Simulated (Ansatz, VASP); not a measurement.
**Al3O2 in VASP and in Ansatz**

File INCAR:

```
ALGO = Normal
EDIFF = 1E-6
EDIFFG = -0.01
ENCUT = 600
GGA = PE
IBRION = 2
ISIF = 3
ISMEAR = 0
LASPH = True
LCHARG = False
LREAL = False
LWAVE = False
NELM = 80
NSW = 100
PREC = Accurate
SIGMA = 0.1
```

The input KPOINTS:

```
k-points
0
Gamma
  10 10 8
```

The input POSCAR:

```
Al3O2
1.0
    3.6467443621      0.0000000000      0.0000000000
    0.0000000000      3.6467443621      0.0000000000
    0.0000000000      0.0000000000      5.1386976646
Al O
3 2
Direct
    0.5000000000      0.0000000000      0.0000000000
    0.0000000000      0.5000000000      0.0000000000
    0.5000000000      0.5000000000      0.5000000000
    0.0000000000      0.0000000000      0.5000000000
    0.0000000000      0.0000000000      0.0000000000
```

Input for Ansatz:

```yaml
crystal:
  lattice:
    - [3.6467443621, 0.0, 0.0]
    - [0.0, 3.6467443621, 0.0]
    - [0.0, 0.0, 5.1386976646]
  atoms:
    - { symbol: Al, position: [0.5, 0.0, 0.0] }
    - { symbol: Al, position: [0.0, 0.5, 0.0] }
    - { symbol: Al, position: [0.5, 0.5, 0.5] }
    - { symbol: O, position: [0.0, 0.0, 0.5] }
    - { symbol: O, position: [0.0, 0.0, 0.0] }
basis:
  ecutwfc: 420
kpoints:
  mp_grid: { grid: [10, 10, 8] }
hamiltonian:
  xc: pbe
scf:
  occupations: { method: gaussian, width: 0.1 }
output:
  forces: true
  stress: true
  eigenvalues: true
relax:
  adjacent_minimum: "off"
  f_tol: 0.01
  max_steps: 80
  cell: { stress_tol: 0.05 }
```

Alike in both runs: task relaxation of cell and atoms; functional PBE; k mesh 10 × 10 × 8; occupations gaussian, width 0.1 eV; no spin polarisation.

|  | VASP | Ansatz |
| --- | --- | --- |
| version | VASP 6.6.1 | Ansatz 0.2.0 |
| potentials or method | VASP PAW PBE potentials, release 64 (Al, O), cutoff 600 eV | scalar-relativistic, plane waves, PAW |
| valence electrons in the cell | 21 | 21 |

VASP gave:

```
gap on the k mesh at the Fermi level, each at its own relaxed structure (eV) : none
relaxed volume (Å³/atom)                                                     : 13.64
relaxed cell length with the largest relative difference (Å)                 : 5.137
```

Task: Which values does Ansatz return?

Result: gap on the k mesh at the Fermi level, each at its own relaxed structure (eV): none; relaxed volume (Å³/atom): 13.67; relaxed cell length with the largest relative difference (Å): 5.144.

A gap of «none» marks a metal or a gap that the smearing closes.
